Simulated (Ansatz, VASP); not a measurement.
# One calculation of SiC, two programs

```
CELL_PARAMETERS angstrom
0.00000 2.16449 2.16449
2.16449 0.00000 2.16449
2.16449 2.16449 0.00000
ATOMIC_POSITIONS crystal
Si 0.00000 0.00000 0.00000
C 0.25000 0.25000 0.25000
```

Alike in both runs: functional LDA; k mesh 10 × 10 × 10; occupations gaussian, width 0.02 eV; no spin polarisation.

Ansatz relaxed the structure, and its values are those at the end. VASP's run is a single point on that final structure, the one shown.

```csv
,VASP,Ansatz
version,VASP 6.6.1,Ansatz 0.2.0
potentials or method,"VASP PAW LDA potentials, release 64 (Si, C), cutoff 600 eV","scalar-relativistic, plane waves, PAW"
valence electrons in the cell,8,8
```

|  | VASP | Ansatz | Ansatz less VASP |
| --- | --- | --- | --- |
| gap on the k mesh at the Fermi level (eV) | 1.29 | 1.30 | +0.013 |
| least direct gap on the mesh (eV) | 4.52 | 4.53 | +0.012 |
| pressure (GPa) | 0.3 | 0.0 | -0.26 |

LDA's correlation is that of Perdew and Zunger in VASP and of Perdew and Wang (1992) in Ansatz.
